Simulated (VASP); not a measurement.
CuO, 2 atoms in the cell. Symmetry: F-43m, No. 216, cubic system. The conventional cell has a = 4.655 Å, b = 4.655 Å, c = 4.655 Å, α = 90.00°, β = 90.00°, γ = 90.00°. Cu (site symmetry -43m) has 4 O at 2.02 Å within 2.7 Å. O (site symmetry -43m) has 4 Cu at 2.02 Å within 2.7 Å. 

| Item | Value |
| --- | --- |
| Program | VASP 6.6.1 |
| Task | single point |
| Functional | PBEsol |
| Potentials or basis | VASP PAW PBE potentials, release 64 (Cu_sv_GW, O) |
| Cutoff | 700 eV |
| k mesh | 10 × 10 × 10 |
| Occupations | fermi-dirac, width 0.05 eV |
| Spin | no spin polarisation |
| Hubbard terms | Cu d U = 4.5 eV |
| Dipole correction | no |
| Second run | valence_matched |
| Further INCAR settings | ALGO = Normal; EDIFF = 1e-06; NBANDS = 20 |

Potentials or basis: VASP PAW PBE potentials, release 64 (Cu_sv_GW, O).

Run with:

```console
$ cat potpaw_PBE.64/Cu_sv_GW/POTCAR potpaw_PBE.64/O/POTCAR > POTCAR
$ mpirun -np 1 vasp_std > vasp.out
```

Hardware: 1 thread of Intel(R) Xeon(R) 6975P-C (Granite Rapids) (shared host).

**Question.** Estimate the wall time of this run.

**Answer.** Run time: 23 s on 1 thread of Intel(R) Xeon(R) 6975P-C (Granite Rapids), with other jobs on the host, peak memory 0.19 GiB. Counts: scf iterations 13, k points 47.
